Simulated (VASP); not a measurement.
Crystal: ZnSnN2.

```xyz
4
Lattice="3.3820 0.0000 0.0000 0.0000 3.3820 0.0000 0.0000 0.0000 4.6996" Properties=species:S:1:pos:R:3 pbc="T T T"
Zn    0.0000    0.0000    0.0000
N     0.0000    1.6910    1.1507
N     1.6910    0.0000    3.5490
Sn    1.6910    1.6910    2.3498
```

Base run:

| Item | Value |
| --- | --- |
| Program | VASP 6.6.1 |
| Functional | r2SCAN |
| Potentials or basis | VASP PAW PBE potentials, release 64 (Zn, N, Sn_d) |
| Cutoff | 520 eV |
| k mesh | 8 × 8 × 6 |
| Occupations | fermi-dirac, width 0.02 eV |
| Spin | no spin polarisation |

Its results: pressure 0.5 GPa; largest force 0.011 eV/Å.

Q: The run is repeated on the same cell with these changes: functional from r2SCAN to PBE. What comes out?

A: Pressure 5.2 GPa; largest force 0.138 eV/Å.

Caveats: the PAW data sets were made with another functional, which shifts forces and pressure a little (some runs).
